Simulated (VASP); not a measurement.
Wanted: the native input for a VASP 6.6.1 run.

| Quantity | Value |
| --- | --- |
| Task | single point |
| Functional | PBE |
| Potentials or basis | VASP PAW PBE potentials, release 64 (Mg, Te, O) |
| Cutoff | 520 eV |
| k mesh | 3 × 3 × 4 |
| Occupations | gaussian, width 0.1 eV |
| Spin | no spin polarisation |
| Dipole correction | no |
| Further INCAR settings | ALGO = Normal; EDIFF = 1e-06; NBANDS = 23 |

The structure of Mg2Te3O lies in POSCAR:

```
Mg2Te3O
1.0
    6.0749122400      0.0000000000      0.0000000000
   -3.0374561200      5.2610283300      0.0000000000
    0.0000000000      0.0000000000      4.2668333900
Mg Te O
2 3 1
Direct
    0.6666666700      0.3333333300      0.9631379800
    0.3333333300      0.6666666700      0.9631379800
    0.5000000000      0.5000000000      0.4595159900
    0.5000000000      0.0000000000      0.4595159900
    0.0000000000      0.5000000000      0.4595159900
    0.0000000000      0.0000000000      0.8888130200
```

The cell was built from a structure type or drawn by symmetry, and may not be a known phase.

One way to write it, as run:

INCAR

```
  ALGO = Normal
  EDIFF = 1E-6
  ENCUT = 520
  GGA = PE
  ISIF = 2
  ISMEAR = 0
  LASPH = T
  LCHARG = T
  LELF = T
  LREAL = F
  LVHAR = T
  LWAVE = F
  NBANDS = 23
  NELM = 60
  PREC = Accurate
  SIGMA = 0.1
```

KPOINTS

```
k-points
0
Gamma
  3 3 4
```

Potentials or basis: VASP PAW PBE potentials, release 64 (Mg, Te, O).

Launch:

```sh
$ cat potpaw_PBE.64/Mg/POTCAR potpaw_PBE.64/Te/POTCAR potpaw_PBE.64/O/POTCAR > POTCAR
$ mpirun -np 1 vasp_std > vasp.out
```

Results of the run:

* Pressure: 13.4 GPa
* Largest force: 0.209 eV/Å
* Band gap on the k mesh: zero (bands 14 and 15 overlap by 0.56 eV)

Caveat: the k points lie up to 0.40 Å⁻¹ apart, too coarse for converged energies and pressures of a metal; semilocal functionals underestimate gaps, so a narrow gap can read as zero; spin-orbit coupling is left out, which moves the levels of the heavy elements.

Wall time 67 s on 1 thread of Intel Xeon 8259CL (shared host), peak memory 0.26 GiB.
